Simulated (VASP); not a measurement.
Input of a VASP 6.6.1 run:

The input INCAR:

```
SYSTEM = TiO2
  PREC = Accurate
  ENCUT = 600
  EDIFF = 1E-7
  ISMEAR = 0
  SIGMA = 0.02
  LREAL = .FALSE.
  LASPH = .TRUE.
  NELM = 100
  ALGO = Normal
  ISIF = 3
  LWAVE = .FALSE.
  LCHARG = .FALSE.
  GGA = PE
  IBRION = 2
  NSW = 100
  EDIFFG = -0.002
```

KPOINTS

```
regular mesh
0
G
  10 10 10
  0 0 0
```

Contents of POSCAR:

```
TiO2
1.0
   -1.8921000000      1.8921000000      4.7573000000
    1.8921000000     -1.8921000000      4.7573000000
    1.8921000000      1.8921000000     -4.7573000000
Ti O
2 4
Direct
    0.0000000000      0.0000000000      0.0000000000
    0.7500000000      0.2500000000      0.5000000000
    0.2081000000      0.2081000000      0.0000000000
    0.9581000000      0.4581000000      0.5000000000
    0.5419000000      0.0419000000      0.5000000000
    0.7919000000      0.7919000000      0.0000000000
```

Potentials or basis: VASP PAW PBE potentials, release 64 (Ti_sv, O).

Launch:

```bash
$ cat potpaw_PBE.64/Ti_sv/POTCAR potpaw_PBE.64/O/POTCAR > POTCAR
$ mpirun -np 1 vasp_std > vasp.out
```

Q: What does it give for the space group after relaxing (to 0.05 Å)?

A: I4_1/amd (No. 141).

Q: What does it give for the relaxed cell?

A: a = 5.548 Å, b = 5.548 Å, c = 5.548 Å, α = 139.93°, β = 139.93°, γ = 57.96°.

Final structure:
```xyz
6
Lattice="-1.9010 1.9010 4.8537 1.9010 -1.9010 4.8537 1.9010 1.9010 -4.8537" Properties=species:S:1:pos:R:3 pbc="T T T"
Ti    0.0000    0.0000    0.0000
Ti    0.0000    1.9010    2.4268
O     0.0000    0.0000    2.0045
O     0.0000    1.9010    4.4313
O     0.0000    1.9010    0.4223
O     0.0000    0.0000    7.7028
```

PBE usually gives volumes a little too large and moduli too small. Zero-point motion and thermal expansion aren't in these numbers.
